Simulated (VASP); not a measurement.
A run of VASP 6.6.1 is set up as follows.

The input INCAR:

```
SYSTEM = RbGe
  ALGO = Normal
  EDIFF = 1E-6
  ENCUT = 500
  GGA_COMPAT = .False.
  ISIF = 2
  ISMEAR = -1
  LASPH = .True.
  LCHARG = .False.
  LREAL = .False.
  LWAVE = .False.
  NBANDS = 31
  NELM = 120
  PREC = Accurate
  SIGMA = 0.1
```

The input KPOINTS:

```
k-points
0
Gamma
  5 5 3
  0 0 0
```

POSCAR

```
RbGe
1.0
    3.3869654463      0.0000000000      0.0000000000
   -1.6934827231      2.9331981182      0.0000000000
    0.0000000000      0.0000000000     11.4892788680
Rb Ge
2 2
Direct
    0.0000000000      0.0000000000      0.0000000000
    0.0000000000      0.0000000000      0.5000000000
    0.3333333333      0.6666666667      0.2500000000
    0.6666666667      0.3333333333      0.7500000000
```

Potentials or basis: VASP PAW LDA potentials, release 64 (Rb_sv, Ge_d).

Run with:

```sh
$ cat potpaw_LDA.64/Rb_sv/POTCAR potpaw_LDA.64/Ge_d/POTCAR > POTCAR
$ mpirun -np 1 vasp_std > vasp.out
```

**Question.** What does it give for the band gap on the k mesh?

**Answer.** Zero (bands 23 and 24 overlap by 2.08 eV).

**Question.** Estimate the pressure.

**Answer.** 0.1 GPa.

Caveat: the k points lie up to 0.43 Å⁻¹ apart, too coarse for converged energies and pressures of a metal.
